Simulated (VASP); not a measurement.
Runs of VASP 6.6.1 on Gd. The structure is that of space group Fm-3m (No. 225), or close to it. The cells are those of the table. This isn't the form of Gd at room conditions, which is hcp.

| cell | gap on the mesh (eV) | pressure (GPa) | moment (μB) |
| --- | --- | --- | --- |
| a = 3.721 Å, angles 60.0°, 1 atom | none | -4.0 | (b) |
| a = 3.624 Å, angles 60.0°, 1 atom | none | -2.4 | (c) |
| a = 3.689 Å, angles 60.0°, 1 atom | none | -3.6 | 7.49 |
| a = 3.657 Å, angles 60.0°, 1 atom | none | -2.9 | 7.46 |
| a = 3.752 Å, angles 60.0°, 1 atom | none | (a) | 7.57 |

Alike in all rows: task single point; level PBEsol; potentials or basis VASP PAW PBE potentials, release 64 (Gd); spin collinear, ferromagnetic start; k mesh 10 × 10 × 10; cutoff (eV) 520; smearing fermi-dirac 0.1 eV.

Problem. Estimate the missing entries.

Solution. (a) -4.4; (b) 7.53; (c) 7.42.

Caveats: the PAW data sets were made with another functional, which shifts forces and pressure a little; spin-orbit coupling is left out, which moves the levels of the heavy elements; semilocal functionals describe open f shells poorly, which spoils levels, moments and volumes; the cell stands under tension (at least some runs).

A k mesh can miss the band edges, and the runs leave out spin-orbit coupling on Gd.

A gap of «none» marks levels without a gap at the run's occupations.
